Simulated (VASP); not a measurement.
# Cu (Fm-3m) in VASP: a series of runs

Cu is run at these levels: PBE; tasks: single point.

Program: VASP 6.6.1. These are calculated values, not measurements. Logs are shortened: lines on timing, memory, paths and dates and some standing lists are left out, and cuts for length are marked.

## 1. The cell of the first run

The structure is cubic, space group Fm-3m (No. 225). Conventional cell: a = 3.629 Å, b = 3.629 Å, c = 3.629 Å, α = 90.00°, β = 90.00°, γ = 90.00°. Within 3.4 Å of Cu (site symmetry m-3m) lie 12 Cu at 2.57 Å.

## 2. Single point, PBE

INCAR reads:

```
SYSTEM = Cu
PREC     = Accurate       ! precision mode
ENCUT    = 520            ! plane-wave cutoff, eV
EDIFF    = 1E-7           ! SCF threshold, eV
ISMEAR   = 1              ! smearing method
SIGMA    = 0.01           ! smearing width, eV
LREAL    = .FALSE.        ! projectors in reciprocal space
LASPH    = .TRUE.         ! aspherical terms in the spheres
NELM     = 60             ! most SCF steps
ALGO     = Normal         ! electronic algorithm
ISIF     = 2              ! what is computed and relaxed
LWAVE    = .FALSE.        ! write WAVECAR
LCHARG   = .FALSE.        ! write CHGCAR
GGA      = PE             ! functional
NBANDS   = 12             ! bands
```

KPOINTS reads:

```
Automatic mesh
0
G
  15 15 15
  0 0 0
```

POSCAR reads:

```
Cu
1.0
    0.0000000000      1.8145751207      1.8145751207
    1.8145751207      0.0000000000      1.8145751207
    1.8145751207      1.8145751207      0.0000000000
Cu
1
Direct
    0.0000000000      0.0000000000      0.0000000000
```

Potentials or basis: VASP PAW PBE potentials, release 64 (Cu).

The run is started by

```console
$ cat potpaw_PBE.64/Cu/POTCAR > POTCAR
$ mpirun -np 1 vasp_std > vasp.out
```

OUTCAR:

```text
SYSTEM = Cu
   PREC = Accurate
   ENCUT = 520
   EDIFF = 1E-7
   ISMEAR = 1
   LREAL = .FALSE.
   LASPH = .TRUE.
   NELM = 60
   ISIF = 2
   GGA = PE

 ion  position               nearest neighbor table
   1  0.000  0.000  0.000-

  LATTYP: Found a face centered cubic cell.
 ALAT       =     3.6291502414

  Lattice vectors:

 A1 = (   0.0000000000,   1.8145751207,   1.8145751207)
 A2 = (   1.8145751207,   0.0000000000,   1.8145751207)
 A3 = (   1.8145751207,   1.8145751207,   0.0000000000)

Analysis of symmetry for initial positions (statically):
=====================================================================
 Subroutine PRICEL returns:
 Original cell was already a primitive cell.

 Routine SETGRP: Setting up the symmetry group for a
 face centered cubic supercell.

 Subroutine GETGRP returns: Found 48 space group operations
 (whereof 48 operations were pure point group operations)
 out of a pool of 48 trial point group operations.

The static configuration has the point symmetry O_h .

Analysis of symmetry for dynamics (positions and initial velocities):
=====================================================================
 Subroutine PRICEL returns:
 Original cell was already a primitive cell.

 Routine SETGRP: Setting up the symmetry group for a
 face centered cubic supercell.

 Subroutine GETGRP returns: Found 48 space group operations
 (whereof 48 operations were pure point group operations)
 out of a pool of 48 trial point group operations.

The dynamic configuration has the point symmetry O_h .

 Subroutine INISYM returns: Found 48 space group operations
 (whereof 48 operations are pure point group operations),
 and found     1 'primitive' translations

----------------------------------------------------------------------------------------

                                     Primitive cell

  volume of cell :      11.9496

  direct lattice vectors                    reciprocal lattice vectors
     0.000000000  1.814575121  1.814575121    -0.275546597  0.275546597  0.275546597
     1.814575121  0.000000000  1.814575121     0.275546597 -0.275546597  0.275546597
     1.814575121  1.814575121  0.000000000     0.275546597  0.275546597 -0.275546597

  length of vectors
     2.566196746  2.566196746  2.566196746     0.477260706  0.477260706  0.477260706

  position of ions in fractional coordinates (direct lattice)
     0.000000000  0.000000000  0.000000000

  ion indices of the primitive-cell ions
   primitive index   ion index
                 1           1

----------------------------------------------------------------------------------------

 KPOINTS: Automatic mesh

Automatic generation of k-mesh.
 Grid dimensions read from file:
 generate k-points for:   15   15   15

 Generating k-lattice:

  Cartesian coordinates                     Fractional coordinates (reciprocal lattice)
    -0.018369773  0.018369773  0.018369773     0.066666667  0.000000000  0.000000000
     0.018369773 -0.018369773  0.018369773     0.000000000  0.066666667  0.000000000
     0.018369773  0.018369773 -0.018369773     0.000000000  0.000000000  0.066666667

  Length of vectors
     0.031817380  0.031817380  0.031817380

  Shift w.r.t. Gamma in fractional coordinates (k-lattice)
     0.000000000  0.000000000  0.000000000

 Subroutine IBZKPT returns following result:
 ===========================================

 Found    120 irreducible k-points:

 Following reciprocal coordinates:
            Coordinates               Weight
  0.000000  0.000000  0.000000      1.000000
  0.066667  0.000000  0.000000      8.000000
  0.133333  0.000000  0.000000      8.000000
  0.200000  0.000000  0.000000      8.000000
  0.266667  0.000000  0.000000      8.000000
  0.333333  0.000000  0.000000      8.000000
[... 16 lines left out ...]
  0.133333  0.133333  0.000000      6.000000
  0.200000  0.133333  0.000000     24.000000
 [... further k-points ...]
   k-points           NKPTS =    120   k-points in BZ     NKDIM =    120   number of bands    NBANDS=     12
   number of dos      NEDOS =    301   number of ions     NIONS =      1
   total plane-waves  NPLWV =   8000
   dimension x,y,z NGX =    20 NGY =   20 NGZ =   20
   dimension x,y,z NGXF=    40 NGYF=   40 NGZF=   40
   ions per type =               1
   NGX,Y,Z   is equivalent  to a cutoff of  12.96, 12.96, 12.96 a.u.
   NGXF,Y,Z  is equivalent  to a cutoff of  25.91, 25.91, 25.91 a.u.
 SYSTEM =  Cu
   PREC   = accura    normal or accurate (medium, high low for compatibility)
   ISTART =      0    job   : 0-new  1-cont  2-samecut
   ICHARG =      2    charge: 1-file 2-atom 10-const
   ISPIN  =      1    spin polarized calculation?
   LNONCOLLINEAR =      F non collinear calculations
   LSORBIT =      F    spin-orbit coupling
   LASPH  =      T    aspherical Exc in radial PAW
   ENCUT  =  520.0 eV  38.22 Ry    6.18 a.u.   4.77  4.77  4.77*2*pi/ulx,y,z
   NELM   =     60;   NELMIN=  2; NELMDL= -5     # of ELM steps
   EDIFF  = 0.1E-06   stopping-criterion for ELM
   LREAL  =      F    real-space projection
   EDIFFG = 0.1E-05   stopping-criterion for IOM
   NSW    =      0    number of steps for IOM
   IBRION =     -1    ionic relax: 0-MD 1-quasi-New 2-CG
   NFREE  =      0    steps in history (QN), initial steepest desc. (CG)
   ISIF   =      2    stress and relaxation
   ISYM   =      2    0-nonsym 1-usesym 2-fastsym
   POTIM  = 0.5000    time-step for ionic-motion
   TEBEG  =    0.0;   TEEND  =   0.0 temperature during run
   PSTRESS=    0.0 pullay stress
   NELECT =      11.0000    total number of electrons
   NUPDOWN=      -1.0000    fix difference up-down
   EMIN   =  10.00;   EMAX   =-10.00  energy-range for DOS
   EFERMI =   0.00;   METHOD = LEGACY
   ISMEAR =     1;   SIGMA  =   0.01  broadening in eV -4-tet -1-fermi 0-gaus
   EFERMI_NEDOS =   21; number of points for ismear=-14 and -15
   IALGO  =     38    algorithm
   IMIX   =      4    mixing-type and parameters
     AMIX     =   0.40;   BMIX     =  1.00
     AMIX_MAG =   1.60;   BMIX_MAG =  1.00
  volume/ion in A,a.u.               =      11.95        80.64
  Fermi-wavevector in a.u.,A,eV,Ry     =   1.592529  3.009444 34.506411  2.536150
  Thomas-Fermi vector in A             =   2.690900
   LORBIT       =      0    0 simple, 1 ext, 2 COOP (PROOUT), +10 PAW based schemes
   GGA     = PE    functional components
   LHFCALC =     F    Hartree Fock is set to
   AEXX    =    0.0000 exact exchange contribution
   IVDW    =     0    specifies the selected vdW correction
   LEPSILON=     F    determine dielectric tensor
   LRPA    =     F    only Hartree local field effects (RPA)
 non-spin polarized calculation
 Methfessel and Paxton  Order N= 1 SIGMA  =   0.01
  energy-cutoff  :      520.00
  volume of cell :       11.95
 maximum number of plane-waves:       332
   NGX =  9   NGY =  9   NGZ =  9

 number of electron      10.9999998 magnetization

 Free energy of the ion-electron system (eV)
  ---------------------------------------------------
  ext. energy  EPLUGINS =         0.00000000
  ---------------------------------------------------
  free energy    TOTEN  =        -3.72575804 eV

  energy without entropy =       -3.72571809  energy(sigma->0) =       -3.72574472

 E-fermi :   7.5608     XC(G=0): -12.6594

 val. band max:        7.5171650785   @ k =  -0.4000   0.1333   0.0000
 cond. band min:       7.5612156838   @ k =  -0.4667   0.1333   0.0667
 fundamental gap:      0.0440506052
 Fermi energy:         7.5608461423

 k-point     1 :       0.0000    0.0000    0.0000
  band No.  band energies     occupation
      1      -1.8220      2.00000
      2       4.4372      2.00000
      3       4.4372      2.00000
      4       4.4372      2.00000
      5       5.2435      2.00000
      6       5.2435      2.00000
      7      29.9410      0.00000
      8      32.4936      0.00000
      9      32.4936      0.00000
     10      32.4936      0.00000
     11      34.9740      0.00000
     12      34.9740      0.00000

 k-point     2 :       0.0667    0.0000    0.0000
  band No.  band energies     occupation
      1      -1.6616      2.00000
      2       4.4038      2.00000
      3       4.4670      2.00000
      4       4.4670      2.00000
      5       5.2319      2.00000
      6       5.2319      2.00000
      7      28.8952      0.00000
      8      30.9568      0.00000
      9      32.0014      0.00000
     10      32.0014      0.00000
     11      35.6944      0.00000
     12      35.6944      0.00000

 k-point     3 :       0.1333    0.0000    0.0000
  band No.  band energies     occupation
      1      -1.1879      2.00000
      2       4.3175      2.00000
      3       4.5384      2.00000
      4       4.5384      2.00000
      5       5.2141      2.00000
      6       5.2141      2.00000
      7      25.6882      0.00000
      8      30.5038      0.00000
      9      31.1950      0.00000
     10      31.1950      0.00000
     11      36.8657      0.00000
     12      37.0401      0.00000
[... 286 lines left out ...]
 k-point    23 :       0.1333    0.1333    0.0000
  band No.  band energies     occupation
      1      -0.9791      2.00000
      2       4.2003      2.00000
      3       4.6344      2.00000
      4       4.6344      2.00000
      5       5.0366      2.00000
      6       5.3310      2.00000
      7      28.0423      0.00000
      8      28.2457      0.00000
      9      28.2457      0.00000
     10      30.0580      0.00000
     11      34.7556      0.00000
     12      38.6769      0.00000

 k-point    24 :       0.2000    0.1333    0.0000
  band No.  band energies     occupation
      1      -0.4227      2.00000
      2       4.0834      2.00000
      3       4.7024      2.00000
      4       4.7296      2.00000
      5       4.9993      2.00000
      6       5.3801      2.00000
      7      24.9415      0.00000
      8      27.1835      0.00000
      9      28.2663      0.00000
     10      30.3880      0.00000
     11      32.9804      0.00000
     12      38.7656      0.00000

 [... further k-points ...]

------------------------ aborting loop because EDIFF is reached ----------------------------------------

  FORCE on cell =-STRESS in cart. coord.  units (eV):
  Direction    XX          YY          ZZ          XY          YZ          ZX
  --------------------------------------------------------------------------------------
  -------------------------------------------------------------------------------------
  Total        0.0256470      0.0256470      0.0256470     -0.0000000     -0.0000000      0.0000000
  in kB        3.4386892      3.4386892      3.4386892     -0.0000000     -0.0000000      0.0000000
  external PRESSURE =       3.4386892 kB  Pullay stress =       0.0000000 kB

 VOLUME and BASIS-vectors are now :
 -----------------------------------------------------------------------------
  energy-cutoff  :      520.00
  volume of cell :       11.95
      direct lattice vectors                 reciprocal lattice vectors
     0.000000000  1.814575121  1.814575121    -0.275546597  0.275546597  0.275546597
     1.814575121  0.000000000  1.814575121     0.275546597 -0.275546597  0.275546597
     1.814575121  1.814575121  0.000000000     0.275546597  0.275546597 -0.275546597

 POSITION                                       TOTAL-FORCE (eV/Angst)
 -----------------------------------------------------------------------------------
      0.00000      0.00000      0.00000         0.000000      0.000000      0.000000
 -----------------------------------------------------------------------------------
    total drift:                                0.000000     -0.000000      0.000000

  FREE ENERGIE OF THE ION-ELECTRON SYSTEM (eV)
  ---------------------------------------------------
  free  energy   TOTEN  =        -3.7257580417 eV

  energy  without entropy=       -3.7257180857  energy(sigma->0) =       -3.72574472
```

It took 28 s on 1 thread of Intel Xeon 8259CL, shared host; peak memory 0.13 GiB.

Results:

```
Free energy : -3.7258 eV
Pressure    : 0.3 GPa
```

Levels at points of the mesh, in eV from the Fermi level:
| k point | band 3 | band 4 | band 5 | band 6 | band 7 | band 8 | band 9 | band 10 |
| --- | --- | --- | --- | --- | --- | --- | --- | --- |
| (0.00, 0.00, 0.00) | -3.12 | -3.12 | -2.32 | -2.32 | 22.38 | 24.93 | 24.93 | 24.93 |

[end of part 1 of 2]
